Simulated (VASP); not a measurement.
Input of a VASP 6.6.1 run:

INCAR

```
PREC = Accurate
ENCUT = 520
EDIFF = 1E-6
ISMEAR = 0
SIGMA = 0.1
LREAL = F
LASPH = T
NELM = 150
ALGO = Normal
ISIF = 2
LWAVE = F
LCHARG = F
ISPIN = 2
MAGMOM = 0 0 0 0 1
LORBIT = 11
LMAXMIX = 4
GGA = PE
NBANDS = 46
```

File KPOINTS:

```
Automatic mesh
0
Gamma
  4 4 4
```

POSCAR

```
TaGe3Ru
1.0
    4.9046261073      0.0000000000      0.0000000000
    0.0000000000      4.9046261073      0.0000000000
    0.0000000000      0.0000000000      4.9046261073
Ta Ge Ru
1 3 1
Direct
    0.0000000000      0.0000000000      0.0000000000
    0.5000000000      0.0000000000      0.0000000000
    0.0000000000      0.5000000000      0.0000000000
    0.0000000000      0.0000000000      0.5000000000
    0.5000000000      0.5000000000      0.5000000000
```

Potentials or basis: VASP PAW PBE potentials, release 64 (Ta_pv, Ge_d, Ru_pv).

Command:

```console
$ cat potpaw_PBE.64/Ta_pv/POTCAR potpaw_PBE.64/Ge_d/POTCAR potpaw_PBE.64/Ru_pv/POTCAR > POTCAR
$ mpirun -np 1 vasp_std > vasp.out
```

**Question.** Predict the site moments.

**Answer.** Ta +0.20; Ge +0.06; Ru +2.37 μB.

**Question.** Predict the net moment.

**Answer.** 3.15 μB per cell.

**Question.** What does it give for the pressure?

**Answer.** 1.9 GPa.
